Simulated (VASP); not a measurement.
Here is a VASP 6.6.1 calculation.

The input INCAR:

```
SYSTEM = Pd
  PREC = Accurate
  ENCUT = 520
  EDIFF = 1E-6
  ISMEAR = 0
  SIGMA = 0.1
  LREAL = .FALSE.
  LASPH = .TRUE.
  NELM = 100
  ALGO = Normal
  ISIF = 2
  LWAVE = .FALSE.
  LCHARG = .TRUE.
  GGA = PS
  LELF = .TRUE.
  LVHAR = .TRUE.
  NBANDS = 11
```

Contents of KPOINTS:

```
regular mesh
0
G
  16 16 16
  0 0 0
```

POSCAR

```
Pd
1.0
    0.0000000000      1.9380022094      1.9380022094
    1.9380022094      0.0000000000      1.9380022094
    1.9380022094      1.9380022094      0.0000000000
Pd
1
Direct
    0.0000000000      0.0000000000      0.0000000000
```

Potentials or basis: VASP PAW PBE potentials, release 64 (Pd).

Launch:

```console
$ cat potpaw_PBE.64/Pd/POTCAR > POTCAR
$ mpirun -np 1 vasp_std > vasp.out
```

Question: Estimate the pressure.

Answer: -0.3 GPa.

Question: Predict the band gap on the k mesh.

Answer: Zero (band 5 reaches 10.16 eV, above the bottom of band 6 at 8.54 eV).

Caveat: the PAW data sets were made with another functional, which shifts forces and pressure a little.
